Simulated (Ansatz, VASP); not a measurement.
**Two plane-wave programs on Au**

The input INCAR:

```
ALGO = Normal ; EDIFF = 1E-6
ENCUT = 520 ; GGA = PS
ISIF = 2 ; ISMEAR = 0
LASPH = True ; LCHARG = False
LREAL = False ; LWAVE = False
NBANDS = 18 ; NELM = 100
PREC = Accurate ; SIGMA = 0.1
```

KPOINTS

```
k-points
0
Gamma
  16 16 16
```

The input POSCAR:

```
Au
1.0
    3.2421467878      0.0000000000      0.0000000000
    0.0000000000      3.2421467878      0.0000000000
    0.0000000000      0.0000000000      3.2421467878
Au
2
Direct
    0.0000000000      0.0000000000      0.0000000000
    0.5000000000      0.5000000000      0.5000000000
```

Input for Ansatz:

```yaml
crystal:
  lattice:
    - [3.2421467883, 0.0, 0.0]
    - [0.0, 3.2421467883, 0.0]
    - [0.0, 0.0, 3.2421467883]
  atoms:
    - { symbol: Au, position: [0.0, 0.0, 0.0] }
    - { symbol: Au, position: [0.5, 0.5, 0.5] }
basis:
  ecutwfc: 420
kpoints:
  mp_grid: { grid: [16, 16, 16] }
hamiltonian:
  xc: pbesol
scf:
  occupations: { method: gaussian, width: 0.1 }
output:
  forces: true
  stress: true
  eigenvalues: true
```

Alike in both runs: task single point; functional PBEsol; k mesh 16 × 16 × 16; occupations gaussian, width 0.1 eV; no spin polarisation.

|  | VASP | Ansatz |
| --- | --- | --- |
| version | VASP 6.6.1 | Ansatz 0.2.0 |
| potentials or method | VASP PAW PBE potentials, release 64 (Au), cutoff 520 eV | scalar-relativistic, plane waves, PAW |
| valence electrons in the cell | 22 | 38 |

Ansatz gave:

```
gap on the k mesh at the Fermi level (eV) : none
pressure (GPa)                            : 0.2
```

Task: Which values does VASP return?

Result: gap on the k mesh at the Fermi level (eV): none; pressure (GPa): -0.1.

VASP's potentials were made for PBE, not for PBEsol. A gap of «none» marks a metal or a gap that the smearing closes. VASP's potentials hold 22 valence electrons a cell and Ansatz's 38, so a difference there can come from the potentials and not from the codes.

Neither program's run includes spin-orbit coupling.
